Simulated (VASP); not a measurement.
# NaCl (I-4m2) in VASP: single point with r2SCAN

Aim: the single point of NaCl with r2SCAN.

Everything below comes from runs of VASP 6.6.1. Logs are shortened: lines on timing, memory, paths and dates and some standing lists are left out, and cuts for length are marked.

## 1. The cell of the first run

It takes space group I-4m2 (No. 119, tetragonal). The conventional cell has a = 4.628 Å, b = 4.628 Å, c = 5.344 Å, α = 90.00°, β = 90.00°, γ = 90.00°. Within 3.5 Å of Na (site symmetry -4m2) lie 4 Cl at 2.67 Å. Cl (site symmetry -4m2) has 4 Na at 2.67 Å within 3.5 Å.

## 2. Single point, r2SCAN (epitaxial xy strain +6.0%)

The input, POSCAR:

```
NaCl
1.0
    0.0000000000      3.2722004169      2.6721183771
    3.2722004169      0.0000000000      2.6721183771
    3.2722004169      3.2722004169      0.0000000000
Na Cl
1 1
Direct
    0.0000000000      0.0000000000      0.0000000000
    0.2500000000      0.2500000000      0.2500000000
```

The input, INCAR.step1:

```
ALGO = Normal ; EDIFF = 1E-4
ENCUT = 520 ; GGA = PE
ISMEAR = 0 ; LASPH = T
LCHARG = F ; LREAL = F
LWAVE = T ; NBANDS = 14
NELM = 100 ; PREC = Accurate
SIGMA = 0.01
```

The input, INCAR.step2:

```
ALGO = Normal ; EDIFF = 1E-6
ENCUT = 520 ; ISIF = 2
ISMEAR = 0 ; ISTART = 1
LASPH = T ; LCHARG = T
LELF = T ; LMIXTAU = T
LREAL = F ; LVHAR = T
LWAVE = F ; METAGGA = R2SCAN
NBANDS = 14 ; NELM = 100
PREC = Accurate ; SIGMA = 0.01
```

The input, KPOINTS:

```
k-points
0
Gamma
  8 8 8
```

Potentials or basis: VASP PAW PBE potentials, release 64 (Na_pv, Cl).

Run with:

```console
$ cat potpaw_PBE.64/Na_pv/POTCAR potpaw_PBE.64/Cl/POTCAR > POTCAR
$ cp INCAR.step1 INCAR
$ mpirun -np 1 vasp_std > vasp.out
$ cp INCAR.step2 INCAR
$ mpirun -np 1 vasp_std > vasp.out
```

OUTCAR:

```text
EDIFF = 1E-6
   ENCUT = 520
   ISIF = 2
   ISMEAR = 0
   ISTART = 1
   LASPH = T
   LREAL = F
   METAGGA = R2SCAN
   NELM = 100
   PREC = Accurate

 ion  position               nearest neighbor table
   1  0.000  0.000  0.000-   2 2.67   2 2.67   2 2.67   2 2.67
   2  0.250  0.250  0.250-   1 2.67   1 2.67   1 2.67   1 2.67

  LATTYP: Found a body centered tetragonal cell.
 ALAT       =     4.6275902084
 C/A-ratio  =     1.1548638738

  Lattice vectors:

 A1 = (   0.0000000000,  -3.2722004169,  -2.6721183771)
 A2 = (   0.0000000000,   3.2722004169,  -2.6721183771)
 A3 = (   3.2722004169,   0.0000000000,   2.6721183771)

Analysis of symmetry for initial positions (statically):
=====================================================================
 Subroutine PRICEL returns:
 Original cell was already a primitive cell.

 Routine SETGRP: Setting up the symmetry group for a
 body centered tetragonal supercell.

 Subroutine GETGRP returns: Found  8 space group operations
 (whereof  8 operations were pure point group operations)
 out of a pool of 16 trial point group operations.

The static configuration has the point symmetry D_2d.

Analysis of symmetry for dynamics (positions and initial velocities):
=====================================================================
 Subroutine PRICEL returns:
 Original cell was already a primitive cell.

 Routine SETGRP: Setting up the symmetry group for a
 body centered tetragonal supercell.

 Subroutine GETGRP returns: Found  8 space group operations
 (whereof  8 operations were pure point group operations)
 out of a pool of 16 trial point group operations.

The dynamic configuration has the point symmetry D_2d.

 Subroutine INISYM returns: Found  8 space group operations
 (whereof  8 operations are pure point group operations),
 and found     1 'primitive' translations

----------------------------------------------------------------------------------------

                                     Primitive cell

  volume of cell :      57.2223

  direct lattice vectors                    reciprocal lattice vectors
     0.000000000  3.272200417  2.672118377    -0.152802376  0.152802376  0.187117459
     3.272200417  0.000000000  2.672118377     0.152802376 -0.152802376  0.187117459
     3.272200417  3.272200417  0.000000000     0.152802376  0.152802376 -0.187117459

  length of vectors
     4.224631604  4.224631604  4.627590208     0.285849743  0.285849743  0.285849743

  position of ions in fractional coordinates (direct lattice)
     0.000000000  0.000000000  0.000000000
     0.250000000  0.250000000  0.250000000

  ion indices of the primitive-cell ions
   primitive index   ion index
                 1           1
                 2           2

----------------------------------------------------------------------------------------

 KPOINTS: k-points

Automatic generation of k-mesh.
 Grid dimensions read from file:
 generate k-points for:    8    8    8

 Generating k-lattice:

  Cartesian coordinates                     Fractional coordinates (reciprocal lattice)
    -0.019100297  0.019100297  0.023389682     0.125000000  0.000000000  0.000000000
     0.019100297 -0.019100297  0.023389682     0.000000000  0.125000000  0.000000000
     0.019100297  0.019100297 -0.023389682     0.000000000  0.000000000  0.125000000

  Length of vectors
     0.035731218  0.035731218  0.035731218

  Shift w.r.t. Gamma in fractional coordinates (k-lattice)
     0.000000000  0.000000000  0.000000000

 Subroutine IBZKPT returns following result:
 ===========================================

 Found     59 irreducible k-points:

 Following reciprocal coordinates:
            Coordinates               Weight
  0.000000  0.000000  0.000000      1.000000
  0.125000 -0.000000  0.000000      8.000000
  0.250000 -0.000000  0.000000      8.000000
  0.375000 -0.000000  0.000000      8.000000
  0.500000 -0.000000  0.000000      4.000000
  0.125000  0.125000  0.000000      2.000000
[... 16 lines left out ...]
  0.250000 -0.000000  0.125000     16.000000
  0.375000 -0.000000  0.125000     16.000000
 [... further k-points ...]
   k-points           NKPTS =     59   k-points in BZ     NKDIM =     59   number of bands    NBANDS=     14
   number of dos      NEDOS =    301   number of ions     NIONS =      2
   total plane-waves  NPLWV =  36864
   dimension x,y,z NGX =    32 NGY =   32 NGZ =   36
   dimension x,y,z NGXF=    64 NGYF=   64 NGZF=   72
   ions per type =               1   1
   NGX,Y,Z   is equivalent  to a cutoff of  12.59, 12.59, 12.93 a.u.
   NGXF,Y,Z  is equivalent  to a cutoff of  25.19, 25.19, 25.87 a.u.
 SYSTEM =  unknown system
   PREC   = accura    normal or accurate (medium, high low for compatibility)
   ISTART =      1    job   : 0-new  1-cont  2-samecut
   ICHARG =      0    charge: 1-file 2-atom 10-const
   ISPIN  =      1    spin polarized calculation?
   LNONCOLLINEAR =      F non collinear calculations
   LSORBIT =      F    spin-orbit coupling
   LASPH  =      T    aspherical Exc in radial PAW
   ENCUT  =  520.0 eV  38.22 Ry    6.18 a.u.   7.86  7.86  8.60*2*pi/ulx,y,z
   NELM   =    100;   NELMIN=  2; NELMDL=  0     # of ELM steps
   EDIFF  = 0.1E-05   stopping-criterion for ELM
   LREAL  =      F    real-space projection
   EDIFFG = 0.1E-04   stopping-criterion for IOM
   NSW    =      0    number of steps for IOM
   IBRION =     -1    ionic relax: 0-MD 1-quasi-New 2-CG
   NFREE  =      0    steps in history (QN), initial steepest desc. (CG)
   ISIF   =      2    stress and relaxation
   ISYM   =      2    0-nonsym 1-usesym 2-fastsym
   POTIM  = 0.5000    time-step for ionic-motion
   TEBEG  =    0.0;   TEEND  =   0.0 temperature during run
   PSTRESS=    0.0 pullay stress
   NELECT =      14.0000    total number of electrons
   NUPDOWN=      -1.0000    fix difference up-down
   EMIN   =  10.00;   EMAX   =-10.00  energy-range for DOS
   EFERMI =   0.00;   METHOD = LEGACY
   ISMEAR =     0;   SIGMA  =   0.01  broadening in eV -4-tet -1-fermi 0-gaus
   EFERMI_NEDOS =   21; number of points for ismear=-14 and -15
   IALGO  =     38    algorithm
   IMIX   =      4    mixing-type and parameters
     AMIX     =   0.40;   BMIX     =  1.00
     AMIX_MAG =   1.60;   BMIX_MAG =  1.00
  volume/ion in A,a.u.               =      28.61       193.08
  Fermi-wavevector in a.u.,A,eV,Ry     =   1.023911  1.934912 14.264272  1.048394
  Thomas-Fermi vector in A             =   2.157670
   LORBIT       =      0    0 simple, 1 ext, 2 COOP (PROOUT), +10 PAW based schemes
   METAGGA = R2SCAN    functional components
   LHFCALC =     F    Hartree Fock is set to
   AEXX    =    0.0000 exact exchange contribution
   IVDW    =     0    specifies the selected vdW correction
   LEPSILON=     F    determine dielectric tensor
   LRPA    =     F    only Hartree local field effects (RPA)
 non-spin polarized calculation
 Gauss-broadening in eV      SIGMA  =   0.01
  energy-cutoff  :      520.00
  volume of cell :       57.22
 maximum number of plane-waves:      1569
   NGX = 15   NGY = 15   NGZ = 17

 number of electron      14.0000002 magnetization

 Free energy of the ion-electron system (eV)
  ---------------------------------------------------
  ext. energy  EPLUGINS =         0.00000000
  ---------------------------------------------------
  free energy    TOTEN  =       -13.56048603 eV

  energy without entropy =      -13.56048603  energy(sigma->0) =      -13.56048603

 E-fermi :  -2.5371     XC(G=0):  -7.3971

 val. band max:       -2.6007965584   @ k =   0.0000   0.0000   0.0000
 cond. band min:       2.8836595774   @ k =   0.0000   0.0000   0.0000
 fundamental gap:      5.4844561358
 Fermi energy:        -2.5371075476

 k-point     1 :       0.0000    0.0000    0.0000
  band No.  band energies     occupation
      1     -24.0172      2.00000
      2     -23.9994      2.00000
      3     -23.9990      2.00000
      4     -15.3907      2.00000
      5      -2.7191      2.00000
      6      -2.7190      2.00000
      7      -2.6008      2.00000
      8       2.8837      0.00000
      9       9.4587      0.00000
     10       9.4589      0.00000
     11       9.7995      0.00000
     12       9.9256      0.00000
     13      11.4011      0.00000
     14      12.6170      0.00000

 k-point     2 :       0.1250   -0.0000    0.0000
  band No.  band energies     occupation
      1     -24.0181      2.00000
      2     -24.0004      2.00000
      3     -23.9998      2.00000
      4     -15.3673      2.00000
      5      -2.8843      2.00000
      6      -2.7533      2.00000
      7      -2.6373      2.00000
      8       3.2612      0.00000
      9       9.0651      0.00000
     10       9.2116      0.00000
     11       9.9022      0.00000
     12       9.9338      0.00000
     13      10.9291      0.00000
     14      13.3996      0.00000

 k-point     3 :       0.2500   -0.0000    0.0000
  band No.  band energies     occupation
      1     -24.0210      2.00000
      2     -24.0032      2.00000
      3     -24.0008      2.00000
      4     -15.3103      2.00000
      5      -3.2952      2.00000
      6      -2.8340      2.00000
      7      -2.6470      2.00000
      8       4.1554      0.00000
      9       8.0890      0.00000
     10       8.5587      0.00000
     11      10.1676      0.00000
     12      10.8049      0.00000
     13      10.8484      0.00000
     14      13.1941      0.00000

 k-point     4 :       0.3750   -0.0000    0.0000
  band No.  band energies     occupation
      1     -24.0246      2.00000
      2     -24.0052      2.00000
      3     -24.0019      2.00000
      4     -15.2525      2.00000
      5      -3.6501      2.00000
      6      -2.9117      2.00000
      7      -2.6495      2.00000
      8       5.1011      0.00000
      9       7.3275      0.00000
     10       8.0941      0.00000
     11      10.1129      0.00000
     12      11.3315      0.00000
     13      12.3121      0.00000
     14      12.8602      0.00000

 k-point     5 :       0.5000   -0.0000    0.0000
  band No.  band energies     occupation
      1     -24.0262      2.00000
      2     -24.0059      2.00000
      3     -24.0023      2.00000
      4     -15.2283      2.00000
      5      -3.7843      2.00000
      6      -2.9431      2.00000
      7      -2.6504      2.00000
      8       5.5509      0.00000
      9       7.0249      0.00000
     10       7.9329      0.00000
     11       9.9578      0.00000
[... 276 lines left out ...]
 k-point    22 :       0.1250    0.0000    0.1250
  band No.  band energies     occupation
      1     -24.0178      2.00000
      2     -24.0019      2.00000
      3     -23.9994      2.00000
      4     -15.3629      2.00000
      5      -2.9189      2.00000
      6      -2.7368      2.00000
      7      -2.6475      2.00000
      8       3.3081      0.00000
      9       8.9483      0.00000
     10       9.1645      0.00000
     11       9.7709      0.00000
     12       9.9479      0.00000
     13      10.9450      0.00000
     14      13.0535      0.00000

 k-point    23 :       0.2500   -0.0000    0.1250
  band No.  band energies     occupation
      1     -24.0195      2.00000
      2     -24.0046      2.00000
      3     -24.0001      2.00000
      4     -15.3196      2.00000
      5      -3.1962      2.00000
      6      -2.7975      2.00000
      7      -2.6907      2.00000
      8       3.9701      0.00000
      9       8.1590      0.00000
     10       8.6513      0.00000
     11       9.9256      0.00000
     12      10.3967      0.00000
     13      11.1858      0.00000
     14      13.8695      0.00000

 k-point    24 :       0.3750   -0.0000    0.1250
  band No.  band energies     occupation
      1     -24.0228      2.00000
      2     -24.0068      2.00000
      3     -24.0014      2.00000
      4     -15.2620      2.00000
      5      -3.5197      2.00000
      6      -2.9150      2.00000
      7      -2.7085      2.00000
      8       4.9230      0.00000
      9       7.3413      0.00000
     10       8.2045      0.00000
     11      10.0132      0.00000
     12      11.3963      0.00000
     13      11.8236      0.00000
     14      13.6893      0.00000

 [... further k-points ...]
[... 5 lines left out ...]
  --------------------------------------------------------------------------------------
  -------------------------------------------------------------------------------------
  Total       -0.0058947     -0.0058947     -0.0499078      0.0000000      0.0000000      0.0000000
  in kB       -0.1650460     -0.1650460     -1.3973768      0.0000000      0.0000000      0.0000000
  external PRESSURE =      -0.5758229 kB  Pullay stress =       0.0000000 kB

 VOLUME and BASIS-vectors are now :
 -----------------------------------------------------------------------------
  energy-cutoff  :      520.00
  volume of cell :       57.22
      direct lattice vectors                 reciprocal lattice vectors
     0.000000000  3.272200417  2.672118377    -0.152802376  0.152802376  0.187117459
     3.272200417  0.000000000  2.672118377     0.152802376 -0.152802376  0.187117459
     3.272200417  3.272200417  0.000000000     0.152802376  0.152802376 -0.187117459

 POSITION                                       TOTAL-FORCE (eV/Angst)
 -----------------------------------------------------------------------------------
      0.00000      0.00000      0.00000        -0.000000     -0.000000      0.000000
      1.63610      1.63610      1.33606         0.000000      0.000000     -0.000000
 -----------------------------------------------------------------------------------
    total drift:                               -0.000489     -0.000489     -0.000373

  FREE ENERGIE OF THE ION-ELECTRON SYSTEM (eV)
  ---------------------------------------------------
  free  energy   TOTEN  =       -13.5604860311 eV

  energy  without entropy=      -13.5604860311  energy(sigma->0) =      -13.56048603
```

Wall time 3.2 min (1 thread of Intel Xeon Platinum 8259CL at 2.50GHz (Skylake/Cascade Lake), shared host); peak memory 0.21 GiB.

What came out:

| Item | Value |
| --- | --- |
| Free energy | -13.5605 eV |
| Pressure | -0.1 GPa |
| Band gap on the k mesh | 5.48 eV, direct |

Caveat: the cell differs from its parent crystal (epitaxial xy strain +6.0%); the PAW data sets were made with another functional, which shifts forces and pressure a little.
